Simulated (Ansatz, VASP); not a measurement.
InSe in VASP and in Ansatz

```
In Se
1.0
     5.87493   -2.05527   -0.00529
     5.87493    2.05527   -0.00529
    -1.60512    0.00000    4.27209
In Se
2 2
Direct
  0.88580 0.88580 0.02905
  0.11420 0.11420 0.97095
  0.65472 0.65472 0.63749
  0.34528 0.34528 0.36251
```

Alike in both runs: task single point; functional PBEsol; k mesh 8 × 8 × 6; occupations gaussian, width 0.05 eV; no spin polarisation.

|  | VASP | Ansatz |
| --- | --- | --- |
| version | VASP 6.6.1 | Ansatz 0.2.0 |
| potentials or method | VASP PAW PBE potentials, release 64 (In_d, Se), cutoff 520 eV | scalar-relativistic, plane waves, PAW |
| valence electrons in the cell | 38 | 58 |

Ansatz gave:

| Item | Value |
| --- | --- |
| gap on the k mesh at the Fermi level (eV) | 0.69 |
| least direct gap on the mesh (eV) | 1.05 |
| pressure (GPa) | 0.0 |
| rms of the force components (eV/Å) | 0.001 |

Q: Which values does VASP return?

A: gap on the k mesh at the Fermi level (eV): 0.69; least direct gap on the mesh (eV): 1.04; pressure (GPa): 0.1; rms of the force components (eV/Å): 0.010.

VASP's potentials were made for PBE, not for PBEsol. Atom by atom the forces differ by 0.010 eV/Å (rms over components). VASP's potentials hold 38 valence electrons a cell and Ansatz's 58, so a difference there can come from the potentials and not from the codes.
